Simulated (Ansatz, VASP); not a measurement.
## Sc3Al13N16: VASP beside Ansatz

```
Al Sc N
1.0
     6.32981   -0.00660   -0.00200
    -3.17062    5.47848    0.00200
    -0.00313    0.00181   10.00271
Al Sc N
13 3 16
Direct
  0.16640 0.33360 0.00393
  0.16499 0.83257 0.00350
  0.16483 0.82913 0.49628
  0.66743 0.33501 0.00350
  0.67087 0.33517 0.49628
  0.66741 0.83259 0.99875
  0.33557 0.16443 0.24802
  0.33320 0.66991 0.24347
  0.32990 0.66566 0.75702
  0.83009 0.16680 0.24347
  0.83434 0.17010 0.75702
  0.83478 0.66522 0.24736
  0.83593 0.66407 0.75245
  0.16301 0.33699 0.49326
  0.66568 0.83432 0.49868
  0.33545 0.16455 0.74878
  0.16728 0.33272 0.19487
  0.15799 0.34201 0.69998
  0.16507 0.83340 0.19062
  0.15741 0.81195 0.68674
  0.66660 0.33493 0.19062
  0.68805 0.34259 0.68674
  0.66807 0.83193 0.18986
  0.66644 0.83356 0.70780
  0.34252 0.15748 0.44008
  0.33329 0.16671 0.95426
  0.32676 0.67962 0.42887
  0.33122 0.66711 0.94731
  0.82038 0.17324 0.42887
  0.83289 0.16878 0.94731
  0.84157 0.65843 0.43527
  0.83458 0.66542 0.94305
```

Alike in both runs: functional LDA; k mesh 3 × 3 × 2; no spin polarisation.

Ansatz relaxed the structure, and its values are those at the end. VASP's run is a single point on that final structure, the one shown.

|  | VASP | Ansatz |
| --- | --- | --- |
| version | VASP 6.6.1 | Ansatz 0.2.0 |
| potentials or method | VASP PAW LDA potentials, release 64 (Al, Sc_sv, N), cutoff 520 eV | scalar-relativistic, plane waves, PAW |
| occupations | gaussian, width 0.01 eV | fixed |
| valence electrons in the cell | 152 | 152 |

Ansatz gave:

- gap on the k mesh at the Fermi level (eV): 3.89
- least direct gap on the mesh (eV): 3.90
- pressure (GPa): 0.0
- rms of the force components (eV/Å): 0.001

Problem. Which values does VASP return?

Solution. gap on the k mesh at the Fermi level (eV): 3.87; least direct gap on the mesh (eV): 3.89; pressure (GPa): 0.8; rms of the force components (eV/Å): 0.019.

LDA's correlation is that of Perdew and Zunger in VASP and of Perdew and Wang (1992) in Ansatz.
